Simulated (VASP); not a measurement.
PbS (Galena), 2 atoms in the cell. It takes space group Fm-3m (No. 225, cubic). The conventional cell has a = 6.067 Å, b = 6.067 Å, c = 6.067 Å, α = 90.00°, β = 90.00°, γ = 90.00°. Within 4.0 Å of Pb (site symmetry m-3m) lie 6 S at 3.03 Å. S (site symmetry m-3m) has 6 Pb at 3.03 Å within 4.0 Å. 

| Property | Result |
| --- | --- |
| Program | VASP 6.6.1 |
| Task | single point |
| Functional | LDA |
| Potentials or basis | VASP PAW LDA potentials, release 64 (Pb_d, S) |
| Cutoff | 500 eV |
| k mesh | 6 × 6 × 6 |
| Occupations | gaussian, width 0.01 eV |
| Spin | no spin polarisation |
| Dipole correction | no |
| Further INCAR settings | ALGO = Normal; EDIFF = 1e-06; NBANDS = 17 |

Potentials or basis: VASP PAW LDA potentials, release 64 (Pb_d, S).

The run is started by

```bash
$ cat potpaw_LDA.64/Pb_d/POTCAR potpaw_LDA.64/S/POTCAR > POTCAR
$ mpirun -np 1 vasp_std > vasp.out
```

Hardware: 1 thread of Intel Xeon 8259CL, on a shared host.

Estimate the wall time of this run.

Run time: 16 s on 1 thread of Intel Xeon 8259CL (shared host), peak memory 0.16 GiB. Counts: scf iterations 12, k points 16.
